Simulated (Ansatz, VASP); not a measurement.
# Ta in VASP and in Ansatz

```
CELL_PARAMETERS angstrom
-1.61540 1.61540 1.61540
1.61540 -1.61540 1.61540
1.61540 1.61540 -1.61540
ATOMIC_POSITIONS crystal
Ta 0.00000 0.00000 0.00000
```

Alike in both runs: task single point; functional PBEsol; k mesh 18 × 18 × 18; occupations fermi-dirac, width 0.1 eV; no spin polarisation.

```csv
,VASP,Ansatz
version,VASP 6.6.1,Ansatz 0.2.0
potentials or method,"VASP PAW PBE potentials, release 64 (Ta_pv), cutoff 520 eV","scalar-relativistic, plane waves, PAW"
valence electrons in the cell,11,13
```

```tsv
	VASP	Ansatz	Ansatz less VASP
gap on the k mesh at the Fermi level (eV)	none	none	-
pressure (GPa)	10.9	10.6	-0.30
```

VASP's potentials were made for PBE, not for PBEsol. A gap of «none» marks a metal or a gap that the smearing closes. The functional is the same, so the differences come from potentials, cutoffs and numerics. VASP's potentials hold 11 valence electrons a cell and Ansatz's 13, so a difference there can come from the potentials and not from the codes.

Spin-orbit coupling is off throughout.
